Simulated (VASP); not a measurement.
# Si in VASP: notebook

Runs on Si. Level: PBE. Tasks: single point.

All numbers are computed with VASP 6.6.1; they aren't measurements. Logs are shortened: lines on timing, memory, paths and dates and some standing lists are left out, and cuts for length are marked.

## (1) The cell of the first run

Symmetry: Fd-3m, No. 227, cubic system. Conventional cell: a = 5.443 Å, b = 5.443 Å, c = 5.443 Å, α = 90.00°, β = 90.00°, γ = 90.00°. Si (site symmetry -43m) has 4 Si at 2.36 Å within 3.1 Å.

## (2) Single point, PBE

The input, INCAR:

```
PREC     = Accurate       # precision mode
ENCUT    = 520            # plane-wave cutoff, eV
EDIFF    = 1E-6           # SCF threshold, eV
ISMEAR   = 0              # smearing method
SIGMA    = 0.01           # smearing width, eV
LREAL    = False          # projectors in reciprocal space
LASPH    = True           # aspherical terms in the spheres
NELM     = 80             # most SCF steps
ALGO     = Normal         # electronic algorithm
ISIF     = 2              # what is computed and relaxed
LWAVE    = False          # write WAVECAR
LCHARG   = False          # write CHGCAR
GGA      = PE             # functional
NBANDS   = 11             # bands
```

The input, KPOINTS:

```
Automatic mesh
0
Gamma
  10 10 10
```

The input, POSCAR:

```
Si
1.0
    0.0000000000      2.7214330666      2.7214330666
    2.7214330666      0.0000000000      2.7214330666
    2.7214330666      2.7214330666      0.0000000000
Si
2
Direct
    0.0000000000      0.0000000000      0.0000000000
    0.2500000000      0.2500000000      0.2500000000
```

Potentials or basis: VASP PAW PBE potentials, release 64 (Si).

On the command line:

```
$ cat potpaw_PBE.64/Si/POTCAR > POTCAR
$ mpirun -np 1 vasp_std > vasp.out
```

OUTCAR:

```text
PREC = Accurate
   ENCUT = 520
   EDIFF = 1E-6
   ISMEAR = 0
   LREAL = False
   LASPH = True
   NELM = 80
   ISIF = 2
   GGA = PE

 ion  position               nearest neighbor table
   1  0.000  0.000  0.000-   2 2.36   2 2.36   2 2.36   2 2.36
   2  0.250  0.250  0.250-   1 2.36   1 2.36   1 2.36   1 2.36

  LATTYP: Found a face centered cubic cell.
 ALAT       =     5.4428661332

  Lattice vectors:

 A1 = (   0.0000000000,   2.7214330666,   2.7214330666)
 A2 = (   2.7214330666,   0.0000000000,   2.7214330666)
 A3 = (   2.7214330666,   2.7214330666,   0.0000000000)

Analysis of symmetry for initial positions (statically):
=====================================================================
 Subroutine PRICEL returns:
 Original cell was already a primitive cell.

 Routine SETGRP: Setting up the symmetry group for a
 face centered cubic supercell.

 Subroutine GETGRP returns: Found 48 space group operations
 (whereof 24 operations were pure point group operations)
 out of a pool of 48 trial point group operations.

The static configuration has the point symmetry T_d .
 The point group associated with its full space group is O_h .

Analysis of symmetry for dynamics (positions and initial velocities):
=====================================================================
 Subroutine PRICEL returns:
 Original cell was already a primitive cell.

 Routine SETGRP: Setting up the symmetry group for a
 face centered cubic supercell.

 Subroutine GETGRP returns: Found 48 space group operations
 (whereof 24 operations were pure point group operations)
 out of a pool of 48 trial point group operations.

The dynamic configuration has the point symmetry T_d .
 The point group associated with its full space group is O_h .

 Subroutine INISYM returns: Found 48 space group operations
 (whereof 24 operations are pure point group operations),
 and found     1 'primitive' translations

----------------------------------------------------------------------------------------

                                     Primitive cell

  volume of cell :      40.3109

  direct lattice vectors                    reciprocal lattice vectors
     0.000000000  2.721433067  2.721433067    -0.183726731  0.183726731  0.183726731
     2.721433067  0.000000000  2.721433067     0.183726731 -0.183726731  0.183726731
     2.721433067  2.721433067  0.000000000     0.183726731  0.183726731 -0.183726731

  length of vectors
     3.848687552  3.848687552  3.848687552     0.318224032  0.318224032  0.318224032

  position of ions in fractional coordinates (direct lattice)
     0.000000000  0.000000000  0.000000000
     0.250000000  0.250000000  0.250000000

  ion indices of the primitive-cell ions
   primitive index   ion index
                 1           1
                 2           2

----------------------------------------------------------------------------------------

 KPOINTS: Automatic mesh

Automatic generation of k-mesh.
 Grid dimensions read from file:
 generate k-points for:   10   10   10

 Generating k-lattice:

  Cartesian coordinates                     Fractional coordinates (reciprocal lattice)
    -0.018372673  0.018372673  0.018372673     0.100000000  0.000000000  0.000000000
     0.018372673 -0.018372673  0.018372673     0.000000000  0.100000000  0.000000000
     0.018372673  0.018372673 -0.018372673     0.000000000  0.000000000  0.100000000

  Length of vectors
     0.031822403  0.031822403  0.031822403

  Shift w.r.t. Gamma in fractional coordinates (k-lattice)
     0.000000000  0.000000000  0.000000000

 Subroutine IBZKPT returns following result:
 ===========================================

 Found     47 irreducible k-points:

 Following reciprocal coordinates:
            Coordinates               Weight
  0.000000  0.000000  0.000000      1.000000
  0.100000  0.000000  0.000000      8.000000
  0.200000  0.000000  0.000000      8.000000
  0.300000  0.000000  0.000000      8.000000
  0.400000  0.000000  0.000000      8.000000
  0.500000  0.000000  0.000000      4.000000
[... 16 lines left out ...]
  0.300000  0.300000  0.000000      6.000000
  0.400000  0.300000  0.000000     24.000000
 [... further k-points ...]
   k-points           NKPTS =     47   k-points in BZ     NKDIM =     47   number of bands    NBANDS=     11
   number of dos      NEDOS =    301   number of ions     NIONS =      2
   total plane-waves  NPLWV =  27000
   dimension x,y,z NGX =    30 NGY =   30 NGZ =   30
   dimension x,y,z NGXF=    60 NGYF=   60 NGZF=   60
   ions per type =               2
   NGX,Y,Z   is equivalent  to a cutoff of  12.96, 12.96, 12.96 a.u.
   NGXF,Y,Z  is equivalent  to a cutoff of  25.92, 25.92, 25.92 a.u.
 SYSTEM =  unknown system
   PREC   = accura    normal or accurate (medium, high low for compatibility)
   ISTART =      0    job   : 0-new  1-cont  2-samecut
   ICHARG =      2    charge: 1-file 2-atom 10-const
   ISPIN  =      1    spin polarized calculation?
   LNONCOLLINEAR =      F non collinear calculations
   LSORBIT =      F    spin-orbit coupling
   LASPH  =      T    aspherical Exc in radial PAW
   ENCUT  =  520.0 eV  38.22 Ry    6.18 a.u.   7.16  7.16  7.16*2*pi/ulx,y,z
   NELM   =     80;   NELMIN=  2; NELMDL= -5     # of ELM steps
   EDIFF  = 0.1E-05   stopping-criterion for ELM
   LREAL  =      F    real-space projection
   EDIFFG = 0.1E-04   stopping-criterion for IOM
   NSW    =      0    number of steps for IOM
   IBRION =     -1    ionic relax: 0-MD 1-quasi-New 2-CG
   NFREE  =      0    steps in history (QN), initial steepest desc. (CG)
   ISIF   =      2    stress and relaxation
   ISYM   =      2    0-nonsym 1-usesym 2-fastsym
   POTIM  = 0.5000    time-step for ionic-motion
   TEBEG  =    0.0;   TEEND  =   0.0 temperature during run
   PSTRESS=    0.0 pullay stress
   NELECT =       8.0000    total number of electrons
   NUPDOWN=      -1.0000    fix difference up-down
   EMIN   =  10.00;   EMAX   =-10.00  energy-range for DOS
   EFERMI =   0.00;   METHOD = LEGACY
   ISMEAR =     0;   SIGMA  =   0.01  broadening in eV -4-tet -1-fermi 0-gaus
   EFERMI_NEDOS =   21; number of points for ismear=-14 and -15
   IALGO  =     38    algorithm
   IMIX   =      4    mixing-type and parameters
     AMIX     =   0.40;   BMIX     =  1.00
     AMIX_MAG =   1.60;   BMIX_MAG =  1.00
  volume/ion in A,a.u.               =      20.16       136.02
  Fermi-wavevector in a.u.,A,eV,Ry     =   0.954913  1.804524 12.406594  0.911859
  Thomas-Fermi vector in A             =   2.083703
   LORBIT       =      0    0 simple, 1 ext, 2 COOP (PROOUT), +10 PAW based schemes
   GGA     = PE    functional components
   LHFCALC =     F    Hartree Fock is set to
   AEXX    =    0.0000 exact exchange contribution
   IVDW    =     0    specifies the selected vdW correction
   LEPSILON=     F    determine dielectric tensor
   LRPA    =     F    only Hartree local field effects (RPA)
 non-spin polarized calculation
 Gauss-broadening in eV      SIGMA  =   0.01
  energy-cutoff  :      520.00
  volume of cell :       40.31
 maximum number of plane-waves:      1106
 NGX is ok and might be reduce to    30
   NGX = 15   NGY = 15   NGZ = 15

 number of electron       8.0000001 magnetization

 Free energy of the ion-electron system (eV)
  ---------------------------------------------------
  ext. energy  EPLUGINS =         0.00000000
  ---------------------------------------------------
  free energy    TOTEN  =       -10.84687586 eV

  energy without entropy =      -10.84687586  energy(sigma->0) =      -10.84687586

 E-fermi :   5.8862     XC(G=0):  -9.3829

 val. band max:        5.7580576893   @ k =   0.0000   0.0000   0.0000
 cond. band min:       6.3515876397   @ k =   0.4000   0.4000   0.0000
 fundamental gap:      0.5935299505
 Fermi energy:         5.8861730332

 k-point     1 :       0.0000    0.0000    0.0000
  band No.  band energies     occupation
      1      -6.1532      2.00000
      2       5.7581      2.00000
      3       5.7581      2.00000
      4       5.7581      2.00000
      5       8.3211      0.00000
      6       8.3211      0.00000
      7       8.3211      0.00000
      8       9.0545      0.00000
      9      13.4748      0.00000
     10      13.4748      0.00000
     11      13.6911      0.00000

 k-point     2 :       0.1000    0.0000    0.0000
  band No.  band energies     occupation
      1      -6.0231      2.00000
      2       4.6150      2.00000
      3       5.5614      2.00000
      4       5.5614      2.00000
      5       8.3185      0.00000
      6       8.6111      0.00000
      7       8.6111      0.00000
      8       9.9905      0.00000
      9      13.1207      0.00000
     10      13.1207      0.00000
     11      14.2264      0.00000

 k-point     3 :       0.2000    0.0000    0.0000
  band No.  band energies     occupation
      1      -5.6388      2.00000
      2       2.7602      2.00000
      3       5.1832      2.00000
      4       5.1832      2.00000
      5       7.9591      0.00000
      6       9.1169      0.00000
      7       9.1169      0.00000
      8      11.7573      0.00000
      9      12.8078      0.00000
     10      12.8078      0.00000
     11      14.8855      0.00000
[... 267 lines left out ...]
 k-point    23 :       0.3000    0.3000    0.0000
  band No.  band energies     occupation
      1      -4.6128      2.00000
      2       1.3486      2.00000
      3       3.5457      2.00000
      4       3.5457      2.00000
      5       6.6300      0.00000
      6       8.1805      0.00000
      7      12.3852      0.00000
      8      12.3852      0.00000
      9      14.8177      0.00000
     10      15.2059      0.00000
     11      18.1833      0.00000

 k-point    24 :       0.4000    0.3000    0.0000
  band No.  band energies     occupation
      1      -4.0037      2.00000
      2       0.3485      2.00000
      3       2.9244      2.00000
      4       3.3420      2.00000
      5       6.8177      0.00000
      6       8.0104      0.00000
      7      12.6827      0.00000
      8      12.8058      0.00000
      9      16.2093      0.00000
     10      16.4581      0.00000
     11      17.8753      0.00000

 [... further k-points ...]

------------------------ aborting loop because EDIFF is reached ----------------------------------------

  FORCE on cell =-STRESS in cart. coord.  units (eV):
  Direction    XX          YY          ZZ          XY          YZ          ZX
  --------------------------------------------------------------------------------------
  -------------------------------------------------------------------------------------
  Total        0.3275583      0.3275583      0.3275583     -0.0000000     -0.0000000      0.0000000
  in kB       13.0189568     13.0189568     13.0189568     -0.0000000     -0.0000000      0.0000000
  external PRESSURE =      13.0189568 kB  Pullay stress =       0.0000000 kB

 VOLUME and BASIS-vectors are now :
 -----------------------------------------------------------------------------
  energy-cutoff  :      520.00
  volume of cell :       40.31
      direct lattice vectors                 reciprocal lattice vectors
     0.000000000  2.721433067  2.721433067    -0.183726731  0.183726731  0.183726731
     2.721433067  0.000000000  2.721433067     0.183726731 -0.183726731  0.183726731
     2.721433067  2.721433067  0.000000000     0.183726731  0.183726731 -0.183726731

 POSITION                                       TOTAL-FORCE (eV/Angst)
 -----------------------------------------------------------------------------------
      0.00000      0.00000      0.00000         0.000000     -0.000000      0.000000
      1.36072      1.36072      1.36072        -0.000000      0.000000     -0.000000
 -----------------------------------------------------------------------------------
    total drift:                               -0.000000     -0.000000     -0.000000

  FREE ENERGIE OF THE ION-ELECTRON SYSTEM (eV)
  ---------------------------------------------------
  free  energy   TOTEN  =       -10.8468758590 eV

  energy  without entropy=      -10.8468758590  energy(sigma->0) =      -10.84687586
```

Wall time 10 s (1 thread of AMD EPYC 9R45 (Zen 5), shared host); peak memory 0.13 GiB.

Results:

```yaml
Free_energy: -10.8469 eV
Pressure: 1.3 GPa
Band_gap_on_the_k_mesh: 0.59 eV, indirect (least direct gap 2.56 eV)
```

Levels at points of the mesh, in eV from the valence-band top:
```tsv
k point	band 1	band 2	band 3	band 4	band 5	band 6	band 7	band 8	band 9
(0.00, 0.00, 0.00)	-11.91	0.00	0.00	0.00	2.56	2.56	2.56	3.30	7.72
(0.50, 0.00, 0.00)	-9.60	-6.93	-1.19	-1.19	1.52	3.34	3.34	7.72	10.53
(0.50, 0.50, 0.00)	-7.79	-7.79	-2.83	-2.83	0.72	0.72	10.06	10.06	10.95
```

## (3) Single point, PBE

This run uses another cell than the first one, of 20.46 Å³/atom, 1.015 times its volume.

The input, INCAR:

```
SYSTEM = Si
ALGO     = Normal         ! electronic algorithm
EDIFF    = 1E-6           ! SCF threshold, eV
ENCUT    = 520            ! plane-wave cutoff, eV
GGA      = PE             ! functional
ISIF     = 2              ! what is computed and relaxed
ISMEAR   = 0              ! smearing method
LASPH    = .True.         ! aspherical terms in the spheres
LCHARG   = .False.        ! write CHGCAR
LREAL    = .False.        ! projectors in reciprocal space
LWAVE    = .False.        ! write WAVECAR
NBANDS   = 11             ! bands
NELM     = 60             ! most SCF steps
PREC     = Accurate       ! precision mode
SIGMA    = 0.01           ! smearing width, eV
```

The input, KPOINTS:

```
k-points
0
Gamma
  10 10 10
  0 0 0
```

The input, POSCAR:

```
Si
1.0
    0.0000000000      2.7351086096      2.7351086096
    2.7351086096      0.0000000000      2.7351086096
    2.7351086096      2.7351086096      0.0000000000
Si
2
Direct
    0.0000000000      0.0000000000      0.0000000000
    0.2500000000      0.2500000000      0.2500000000
```

Potentials or basis: VASP PAW PBE potentials, release 64 (Si).

On the command line:

```
$ cat potpaw_PBE.64/Si/POTCAR > POTCAR
$ mpirun -np 1 vasp_std > vasp.out
```

It took 10 s on 1 thread of AMD EPYC 9R45 (Zen 5), shared host; peak memory 0.13 GiB.

It converged, with:

| Item | Value |
| --- | --- |
| Free energy | -10.8492 eV |
| Pressure | -0.1 GPa |
| Band gap on the k mesh | 0.62 eV, indirect (least direct gap 2.56 eV) |

Levels at points of the mesh, in eV from the valence-band top:
| k point | band 1 | band 2 | band 3 | band 4 | band 5 | band 6 | band 7 | band 8 | band 9 |
| --- | --- | --- | --- | --- | --- | --- | --- | --- | --- |
| (0.00, 0.00, 0.00) | -11.81 | 0.00 | 0.00 | 0.00 | 2.56 | 2.56 | 2.56 | 3.12 | 7.71 |
| (0.50, 0.00, 0.00) | -9.53 | -6.86 | -1.18 | -1.18 | 1.46 | 3.35 | 3.35 | 7.70 | 10.49 |
| (0.50, 0.50, 0.00) | -7.74 | -7.74 | -2.79 | -2.79 | 0.75 | 0.75 | 9.93 | 9.93 | 10.90 |

A k mesh can miss the band edges.

## (4) Single point, PBE

This run uses another cell than the first one, of 20.46 Å³/atom, 1.015 times its volume.

The input, INCAR:

```
PREC = Accurate ; ENCUT = 520
EDIFF = 1E-6 ; ISMEAR = 0
SIGMA = 0.01 ; LREAL = F
LASPH = T ; NELM = 60
ALGO = Normal ; ISIF = 2
LWAVE = F ; LCHARG = F
GGA = PE ; NBANDS = 11
```

The input, KPOINTS:

```
Automatic mesh
0
Gamma
  10 10 10
```

POSCAR is that of step 3.

On the command line:

```
$ cat potpaw_PBE.64/Si/POTCAR > POTCAR
$ mpirun -np 1 vasp_std > vasp.out
```

It took 10 s on 1 thread of AMD EPYC 9R45 (Zen 5), shared host; peak memory 0.13 GiB.

It converged, with:

```yaml
Free_energy: -10.8492 eV
Pressure: -0.1 GPa
Band_gap_on_the_k_mesh: 0.62 eV, indirect (least direct gap 2.56 eV)
```

Levels at points of the mesh, in eV from the valence-band top:
| k point | band 1 | band 2 | band 3 | band 4 | band 5 | band 6 | band 7 | band 8 | band 9 |
| --- | --- | --- | --- | --- | --- | --- | --- | --- | --- |
| (0.00, 0.00, 0.00) | -11.81 | 0.00 | 0.00 | 0.00 | 2.56 | 2.56 | 2.56 | 3.12 | 7.71 |
| (0.50, 0.00, 0.00) | -9.53 | -6.86 | -1.18 | -1.18 | 1.46 | 3.35 | 3.35 | 7.70 | 10.49 |
| (0.50, 0.50, 0.00) | -7.74 | -7.74 | -2.79 | -2.79 | 0.75 | 0.75 | 9.93 | 9.93 | 10.90 |

[end of part 1 of 2]
